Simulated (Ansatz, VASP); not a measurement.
# Ni2Cl: VASP beside Ansatz

```xyz
3
Lattice="4.1388 0.0000 0.0000 -2.0694 3.5843 0.0000 0.0000 0.0000 3.6255" Properties=species:S:1:pos:R:3 pbc="T T T"
Ni    0.0000    2.3895    1.8127
Ni    2.0694    1.1948    1.8127
Cl    0.0000    0.0000    0.0000
```

Change from the starting cell: species swapped into the LaCu2 type (P6/mmm, No. 191).

Alike in both runs: task relaxation of cell and atoms; functional PBE; k mesh 6 × 6 × 6; occupations gaussian, width 0.1 eV; collinear spin.

|  | VASP | Ansatz |
| --- | --- | --- |
| version | VASP 6.6.1 | Ansatz 0.2.0 |
| potentials or method | VASP PAW PBE potentials, release 64 (Ni, Cl), cutoff 600 eV | scalar-relativistic, plane waves, PAW |
| valence electrons in the cell | 27 | 43 |

Ansatz gave:

```
gap on the k mesh at the Fermi level, each at its own relaxed structure (eV) : none
net moment per atom (μB)                                                     : 0.44
size of the moment on the site where the two differ most (μB)                : 0.70
relaxed volume (Å³/atom)                                                     : 14.33
relaxed length of the cell vector where the two differ most in proportion (Å)              : 2.947
```

What did VASP give for the same quantities?

gap on the k mesh at the Fermi level, each at its own relaxed structure (eV): none; net moment per atom (μB): 0.44; size of the moment on the site where the two differ most (μB): 0.68; relaxed volume (Å³/atom): 14.30; relaxed length of the cell vector where the two differ most in proportion (Å): 2.937.

Site moments also hang on the region over which each program counts them. A gap of «none» marks a metal or a gap that the smearing closes. VASP's potentials hold 27 valence electrons a cell and Ansatz's 43, so a difference there can come from the potentials and not from the codes.

Noted on VASP's run: the volume moved by over 15 % at a fixed basis, so the end points are rough.
